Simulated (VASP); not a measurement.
Here is a VASP 6.6.1 calculation.

File INCAR:

```
PREC = Accurate
ENCUT = 520
EDIFF = 1E-6
ISMEAR = 0
SIGMA = 0.1
LREAL = False
LASPH = True
NELM = 100
ALGO = Normal
ISIF = 2
LWAVE = False
LCHARG = True
GGA = PS
LELF = True
LVHAR = True
NBANDS = 25
```

The input KPOINTS:

```
Automatic mesh
0
Gamma
  12 7 12
```

POSCAR

```
CuO
1.0
    2.8941129565      0.0000000000      0.0000000000
    0.0006760620      5.0920243186      0.0000000000
   -0.0116739775     -0.0003826980      2.8940893864
Cu O
2 2
Direct
    0.0000000000      0.0000000000      0.5000000000
    0.5000000000      0.5000000000      0.0000000000
    0.4999601330      0.2500000000      0.4999601330
    0.5000398670      0.7500000000      0.5000398670
```

Potentials or basis: VASP PAW PBE potentials, release 64 (Cu, O).

Launch:

```bash
$ cat potpaw_PBE.64/Cu/POTCAR potpaw_PBE.64/O/POTCAR > POTCAR
$ mpirun -np 1 vasp_std > vasp.out
```

Problem. Estimate the band gap on the k mesh.

Solution. Zero (bands 17 and 18 overlap by 1.05 eV).

Problem. Estimate the pressure.

Solution. 0.8 GPa.

Stress tensor (GPa, compression positive):
```
0.65 0.00 0.02
0.00 1.03 0.00
0.02 0.00 0.65
```

Caveat: the PAW data sets were made with another functional, which shifts forces and pressure a little; semilocal functionals often make such compounds metallic where correlation or magnetic order opens a gap, which also shifts bond lengths. With open d or f shells a metallic result of PBEsol can be an artefact of self-interaction; +U or a hybrid may open a gap.
